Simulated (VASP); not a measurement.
Ti, 1 atom in the cell. The structure is cubic, space group Fm-3m (No. 225). Conventional cell: a = 4.055 Å, b = 4.055 Å, c = 4.055 Å, α = 90.00°, β = 90.00°, γ = 90.00°. Ti (site symmetry m-3m) has 12 Ti at 2.87 Å within 3.8 Å. 

| Quantity | Value |
| --- | --- |
| Program | VASP 6.6.1 |
| Task | single point |
| Functional | PBEsol |
| Potentials or basis | VASP PAW PBE potentials, release 64 (Ti_sv) |
| Cutoff | 520 eV |
| k mesh | 17 × 17 × 17 |
| Occupations | methfessel-paxton, width 0.05 eV |
| Spin | no spin polarisation |
| Dipole correction | no |
| Further INCAR settings | ALGO = Normal; EDIFF = 1e-07; NBANDS = 12 |

Potentials or basis: VASP PAW PBE potentials, release 64 (Ti_sv).

Run with:

```console
$ cat potpaw_PBE.64/Ti_sv/POTCAR > POTCAR
$ mpirun -np 1 vasp_std > vasp.out
```

Hardware: 1 thread of AMD EPYC 7R13, with other jobs on the host.

Question: How long does it take, and how much memory?

Answer: It took 76 s on 1 thread of AMD EPYC 7R13, with other jobs on the host, peak memory 0.13 GiB. Counts: scf iterations 13, k points 165.
